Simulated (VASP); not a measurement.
A run of VASP 6.6.1 is set up as follows.

Contents of INCAR:

```
PREC = Accurate ; ENCUT = 520
EDIFF = 1E-6 ; ISMEAR = 0
SIGMA = 0.05 ; LREAL = False
LASPH = True ; NELM = 80
ALGO = Normal ; ISIF = 2
LWAVE = False ; LCHARG = True
GGA = PS ; LELF = True
LVHAR = True ; NBANDS = 16
```

The input KPOINTS:

```
regular mesh
0
Gamma
  12 12 4
```

Contents of POSCAR:

```
BN
1.0
    2.4439840914      0.0000000000      0.0000000000
   -1.2219920457      2.1165523096      0.0000000000
    0.0000000000      0.0000000000      7.2053538982
B N
2 2
Direct
    0.3333333333      0.6666666667      0.2500000000
    0.6666666667      0.3333333333      0.7500000000
    0.3333333333      0.6666666667      0.7500000000
    0.6666666667      0.3333333333      0.2500000000
```

Potentials or basis: VASP PAW PBE potentials, release 64 (B, N).

Launch:

```bash
$ cat potpaw_PBE.64/B/POTCAR potpaw_PBE.64/N/POTCAR > POTCAR
$ mpirun -np 1 vasp_std > vasp.out
```

(1) Predict the pressure.

(2) What does it give for the band gap on the k mesh?

## Answers

(1) 18.3 GPa.

(2) 4.42 eV, indirect (least direct gap 4.78 eV).

Caveat: the PAW data sets were made with another functional, which shifts forces and pressure a little; this functional lacks dispersion, which binds the layers, so the pressure and a relaxed spacing across them are unreliable.
